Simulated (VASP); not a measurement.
A run of VASP 6.6.1 is set up as follows.

File INCAR:

```
PREC = Accurate ; ENCUT = 520
EDIFF = 1E-7 ; ISMEAR = -1
SIGMA = 0.05 ; LREAL = False
LASPH = True ; NELM = 150
ALGO = Fast ; ISIF = 2
LWAVE = False ; LCHARG = False
MAGMOM = 0 0 0 0 0 0 ; LORBIT = 11
LSORBIT = True ; GGA_COMPAT = False
LORBMOM = True ; LMAXMIX = 4
GGA = PS ; NBANDS = 32
```

KPOINTS

```
regular mesh
0
Gamma
  11 11 6
```

File POSCAR:

```
Pt
1.0
    2.7606656158      0.0000000000      0.0000000000
   -1.3803328079      2.3908065546      0.0000000000
    0.0000000000      0.0000000000      4.7921340000
Pt
2
Direct
    0.3333333333      0.6666666667      0.2500000000
    0.6666666667      0.3333333333      0.7500000000
```

Potentials or basis: VASP PAW PBE potentials, release 64 (Pt).

The run is started by

```sh
$ cat potpaw_PBE.64/Pt/POTCAR > POTCAR
$ mpirun -np 1 vasp_ncl > vasp.out
```

(1) Estimate the pressure.

(2) Predict the net moment.

Answers

(1) -10.2 GPa.

(2) 0.00 μB per cell.

Caveat: the cell stands under tension; the PAW data sets were made with another functional, which shifts forces and pressure a little.
